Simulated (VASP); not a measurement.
# ZrH (P4_2/mmc) in VASP: further runs, part 2 of 2

VASP 6.6.1. The steps go on from the part before.

### Step 3. Single point, r2SCAN

This run uses another cell than the first one, of 13.65 Å³/atom.

POSCAR

```
ZrH
1.0
    3.2927385600      0.0000000000      0.0000000000
    0.0000000000      3.2927385600      0.0000000000
    0.0000000000      0.0000000000      5.0355679400
Zr H
2 2
Direct
    0.0000000000      0.5000000000      0.0000000000
    0.5000000000      0.0000000000      0.5000000000
    0.0000000000      0.0000000000      0.7500000000
    0.0000000000      0.0000000000      0.2500000000
```

INCAR.step1

```
SYSTEM = ZrH
ALGO = Normal
EDIFF = 1E-4
ENCUT = 520
GGA = PE
ISMEAR = -1
LASPH = .True.
LCHARG = .False.
LREAL = .False.
LWAVE = .True.
NBANDS = 21
NELM = 80
PREC = Accurate
SIGMA = 0.1
```

INCAR.step2

```
SYSTEM = ZrH
ALGO = Normal
EDIFF = 1E-6
ENCUT = 520
ISIF = 2
ISMEAR = -1
ISTART = 1
LASPH = .True.
LCHARG = .False.
LMIXTAU = .True.
LREAL = .False.
LWAVE = .False.
METAGGA = R2SCAN
NBANDS = 21
NELM = 80
PREC = Accurate
SIGMA = 0.1
```

KPOINTS

```
k-points
0
Gamma
  10 10 7
  0 0 0
```

Potentials or basis: VASP PAW PBE potentials, release 64 (Zr_sv, H).

Command:

```console
$ cat potpaw_PBE.64/Zr_sv/POTCAR potpaw_PBE.64/H/POTCAR > POTCAR
$ cp INCAR.step1 INCAR
$ mpirun -np 1 vasp_std > vasp.out
$ cp INCAR.step2 INCAR
$ mpirun -np 1 vasp_std > vasp.out
```

Wall time 4.2 min (1 thread of Intel Xeon Platinum 8375C at 2.90GHz (Ice Lake), shared host); peak memory 0.22 GiB.

The run converged. Its results:

```yaml
Free_energy: -54.3906 eV
Pressure: -4.5 GPa
Band_gap_on_the_k_mesh: zero (bands 13 and 14 overlap by 0.74 eV)
```

Stress tensor (GPa, compression positive):
```
-4.31  0.00  0.00
 0.00 -4.31  0.00
 0.00  0.00 -4.77
```

Levels at points of the mesh, in eV from the Fermi level:
```tsv
k point	band 9	band 10	band 11	band 12	band 13	band 14	band 15	band 16	band 17	band 18
(0.00, 0.00, 0.00)	-8.88	-4.05	-3.00	-2.98	0.11	0.79	0.79	2.37	3.42	4.53
(0.50, 0.00, 0.00)	-6.82	-5.74	-2.18	-0.83	-0.58	-0.19	1.80	2.01	2.38	2.94
(0.50, 0.50, 0.00)	-6.89	-4.50	-2.89	-2.89	-1.89	2.59	4.00	4.32	4.32	4.47
```

Caveat: the cell stands under tension; the PAW data sets were made with another functional, which shifts forces and pressure a little.

### Step 4. Single point, r2SCAN

This run uses another cell than the first one, of 13.91 Å³/atom.

POSCAR

```
ZrH
1.0
    3.3137119800      0.0000000000      0.0000000000
    0.0000000000      3.3137119800      0.0000000000
    0.0000000000      0.0000000000      5.0676424800
Zr H
2 2
Direct
    0.0000000000      0.5000000000      0.0000000000
    0.5000000000      0.0000000000      0.5000000000
    0.0000000000      0.0000000000      0.7500000000
    0.0000000000      0.0000000000      0.2500000000
```

INCAR.step1

```
ALGO = Normal ; EDIFF = 1E-4
ENCUT = 520 ; GGA = PE
ISMEAR = -1 ; LASPH = T
LCHARG = F ; LREAL = F
LWAVE = T ; NBANDS = 21
NELM = 60 ; PREC = Accurate
SIGMA = 0.1
```

INCAR.step2

```
ALGO = Normal ; EDIFF = 1E-6
ENCUT = 520 ; ISIF = 2
ISMEAR = -1 ; ISTART = 1
LASPH = T ; LCHARG = F
LMIXTAU = T ; LREAL = F
LWAVE = F ; METAGGA = R2SCAN
NBANDS = 21 ; NELM = 60
PREC = Accurate ; SIGMA = 0.1
```

KPOINTS

```
k-points
0
Gamma
  10 10 7
```

Potentials or basis: VASP PAW PBE potentials, release 64 (Zr_sv, H).

Command:

```console
$ cat potpaw_PBE.64/Zr_sv/POTCAR potpaw_PBE.64/H/POTCAR > POTCAR
$ cp INCAR.step1 INCAR
$ mpirun -np 1 vasp_std > vasp.out
$ cp INCAR.step2 INCAR
$ mpirun -np 1 vasp_std > vasp.out
```

OUTCAR:

```text
EDIFF = 1E-6
   ENCUT = 520
   ISIF = 2
   ISMEAR = -1
   ISTART = 1
   LASPH = T
   LREAL = F
   METAGGA = R2SCAN
   NELM = 60
   PREC = Accurate

 ion  position               nearest neighbor table
   1  0.000  0.500  0.000-   3 2.09   4 2.09   3 2.09   4 2.09   2 3.45   2 3.45   2 3.45   2 3.45
                             2 3.45   2 3.45   2 3.45   2 3.45
   2  0.500  0.000  0.500-   3 2.09   4 2.09   3 2.09   4 2.09   1 3.45   1 3.45   1 3.45   1 3.45
                             1 3.45   1 3.45   1 3.45   1 3.45
   3  0.000  0.000  0.750-   1 2.09   2 2.09   1 2.09   2 2.09
   4  0.000  0.000  0.250-   1 2.09   2 2.09   1 2.09   2 2.09

  LATTYP: Found a simple tetragonal cell.
 ALAT       =     3.3137119800
 C/A-ratio  =     1.5292947941

  Lattice vectors:

 A1 = (   3.3137119800,   0.0000000000,   0.0000000000)
 A2 = (   0.0000000000,   3.3137119800,   0.0000000000)
 A3 = (   0.0000000000,   0.0000000000,   5.0676424800)

Analysis of symmetry for initial positions (statically):
=====================================================================
 Subroutine PRICEL returns:
 Original cell was already a primitive cell.

[... 169 lines left out ...]
  ext. energy  EPLUGINS =         0.00000000
  ---------------------------------------------------
  free energy    TOTEN  =       -54.35569330 eV

  energy without entropy =      -54.29282761  energy(sigma->0) =      -54.32426046

 E-fermi :   7.6444     XC(G=0): -11.5260

 val. band max:        7.6385217003   @ k =   0.4000   0.1000   0.4286
 cond. band min:       7.6454648712   @ k =   0.5000   0.5000   0.4286
 fundamental gap:      0.0069431708
 Fermi energy:         7.6444024656

 k-point     1 :       0.0000    0.0000    0.0000
  band No.  band energies     occupation
      1     -43.2466      2.00000
      2     -43.1623      2.00000
      3     -20.8272      2.00000
      4     -20.4314      2.00000
      5     -20.4314      2.00000
      6     -20.2521      2.00000
[... 565 lines left out ...]
     20      12.1932      0.00000
     21      14.4755      0.00000

 [... further k-points ...]
[... 5 lines left out ...]
  --------------------------------------------------------------------------------------
  -------------------------------------------------------------------------------------
  Total       -2.1386547     -2.1386547     -2.3570517     -0.0000000      0.0000000      0.0000000
  in kB      -61.5766089    -61.5766089    -67.8647424     -0.0000000      0.0000000      0.0000000
  external PRESSURE =     -63.6726534 kB  Pullay stress =       0.0000000 kB

 VOLUME and BASIS-vectors are now :
 -----------------------------------------------------------------------------
  energy-cutoff  :      520.00
  volume of cell :       55.65
      direct lattice vectors                 reciprocal lattice vectors
     3.313711980  0.000000000  0.000000000     0.301776378  0.000000000  0.000000000
     0.000000000  3.313711980  0.000000000     0.000000000  0.301776378  0.000000000
     0.000000000  0.000000000  5.067642480     0.000000000  0.000000000  0.197330416

 POSITION                                       TOTAL-FORCE (eV/Angst)
 -----------------------------------------------------------------------------------
      0.00000      1.65686      0.00000         0.000000     -0.000000      0.000000
      1.65686      0.00000      2.53382         0.000000     -0.000000      0.000000
      0.00000      0.00000      3.80073         0.000000      0.000000      0.000000
      0.00000      0.00000      1.26691        -0.000000      0.000000     -0.000000
 -----------------------------------------------------------------------------------
    total drift:                                0.000000      0.000000      0.000000

  FREE ENERGIE OF THE ION-ELECTRON SYSTEM (eV)
  ---------------------------------------------------
  free  energy   TOTEN  =       -54.3556933014 eV

  energy  without entropy=      -54.2928276087  energy(sigma->0) =      -54.32426046
```

Wall time 7.3 min (1 thread of Intel Xeon Platinum 8375C at 2.90GHz (Ice Lake), shared host); peak memory 0.23 GiB.

Results:

```yaml
Free_energy: -54.3557 eV
Pressure: -6.4 GPa
Band_gap_on_the_k_mesh: zero (bands 13 and 14 overlap by 0.72 eV)
```

Caveat: the cell stands under tension; the PAW data sets were made with another functional, which shifts forces and pressure a little.

### Step 5. The runs side by side

| cell | gap on the mesh (eV) | pressure (GPa) |
| --- | --- | --- |
| a = 3.271, b = 3.271, c = 5.003 Å, 4 atoms | none | -2.4 |
| a = 3.293, b = 3.293, c = 5.036 Å, 4 atoms | none | -4.5 |
| a = 3.314, b = 3.314, c = 5.068 Å, 4 atoms | none | -6.4 |

Alike in all rows: task single point; level r2SCAN; potentials or basis VASP PAW PBE potentials, release 64 (Zr_sv, H); no spin polarisation; k mesh 10 × 10 × 7; cutoff (eV) 520; smearing fermi-dirac 0.1 eV.

Caveats: the PAW data sets were made with another functional, which shifts forces and pressure a little; the cell stands under tension (at least some runs).

Absolute energies hang on the potentials; compare differences alone.
